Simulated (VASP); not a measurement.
MgO:

```
Mg O
1.0
     2.93802    0.00000    0.00000
    -1.46901    2.54440    0.00000
     0.00000    0.00000    2.67968
Mg O
1 1
Direct
  0.00000 0.00000 0.00000
  0.33333 0.66667 0.50000
```

Program: VASP 6.6.1. Alike in all runs: task single point; potentials or basis VASP PAW PBE potentials, release 64 (Mg, O); no spin polarisation; cell as given.

Order these runs on this cell by their pressure, lowest first.
A. level PBE; k mesh 8 × 8 × 8; cutoff (eV) 600; smearing fermi-dirac 0.05 eV
B. level HSE06; k mesh 6 × 6 × 6; cutoff (eV) 520; smearing fermi-dirac 0.05 eV; grid for exact exchange (PRECFOCK) Normal; screening parameter 0.2079 1/Å
C. level RPBE+D3(BJ); k mesh 10 × 10 × 10; cutoff (eV) 520; smearing gaussian 0.05 eV
D. level PBEsol+D3(BJ); k mesh 10 × 10 × 10; cutoff (eV) 520; smearing fermi-dirac 0.05 eV
E. level PBEsol; k mesh 9 × 9 × 8; cutoff (eV) 520; smearing methfessel-paxton 0.05 eV

C (-18.3 GPa), D (-8.2 GPa), B (-6.0 GPa), E (-4.3 GPa), A (-0.9 GPa).

Caveats: the PAW data sets were made with another functional, which shifts forces and pressure a little (some runs).
